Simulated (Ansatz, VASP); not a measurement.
MgO in VASP and in Ansatz

INCAR

```
PREC = Accurate
ENCUT = 600
EDIFF = 1E-6
ISMEAR = 0
SIGMA = 0.01
LREAL = False
LASPH = True
NELM = 120
ALGO = Normal
ISIF = 2
LWAVE = False
LCHARG = True
LELF = True
LVHAR = True
NBANDS = 16
GGA_COMPAT = False
```

File KPOINTS:

```
regular mesh
0
Gamma
  7 7 4
```

POSCAR

```
MgO
1.0
    3.3077870000      0.0000000000      0.0000000000
   -1.6538930000      2.8646280000      0.0000000000
    0.0000000000      0.0000000000      4.9828820000
Mg O
2 2
Direct
    0.3333333333      0.6666666667      0.0021600000
    0.6666666667      0.3333333333      0.5021600000
    0.3333333333      0.6666666667      0.4024400000
    0.6666666667      0.3333333333      0.9024400000
```

Input for Ansatz:

```yaml
crystal:
  lattice:
    - [3.307787, 0.0, 0.0]
    - [-1.653893, 2.864628, 0.0]
    - [0.0, 0.0, 4.982882]
  atoms:
    - { symbol: Mg, position: [0.3333333333333333, 0.6666666666666666, 0.00216] }
    - { symbol: Mg, position: [0.6666666666666666, 0.3333333333333333, 0.50216] }
    - { symbol: O, position: [0.3333333333333333, 0.6666666666666666, 0.4024400000000001] }
    - { symbol: O, position: [0.6666666666666666, 0.3333333333333333, 0.9024399999999999] }
kpoints:
  mp_grid:
    grid: [7, 7, 4]
hamiltonian:
  xc: lda
scf:
  max_iter: 150
  n_extra_bands: 14
  occupations:
    method: fixed
output:
  dos:
    de: 0.1
    method:
      smearing:
        sigma: 0.15
    projected: true
```

Alike in both runs: task single point; functional LDA; k mesh 7 × 7 × 4; no spin polarisation.

|  | VASP | Ansatz |
| --- | --- | --- |
| version | VASP 6.6.1 | Ansatz 0.2.0 |
| potentials or method | VASP PAW LDA potentials, release 64 (Mg, O) | plane waves, PAW |
| plane-wave cutoff (eV) | 600 | 420 |
| occupations | gaussian, width 0.01 eV | fixed |
| valence electrons in the cell | 16 | 32 |

|  | VASP | Ansatz | Ansatz less VASP |
| --- | --- | --- | --- |
| gap on the k mesh at the Fermi level (eV) | 3.36 | 3.36 | +0.001 |

LDA's correlation is that of Perdew and Zunger in VASP and of Perdew and Wang (1992) in Ansatz. VASP's potentials hold 16 valence electrons a cell and Ansatz's 32, so a difference there can come from the potentials and not from the codes.
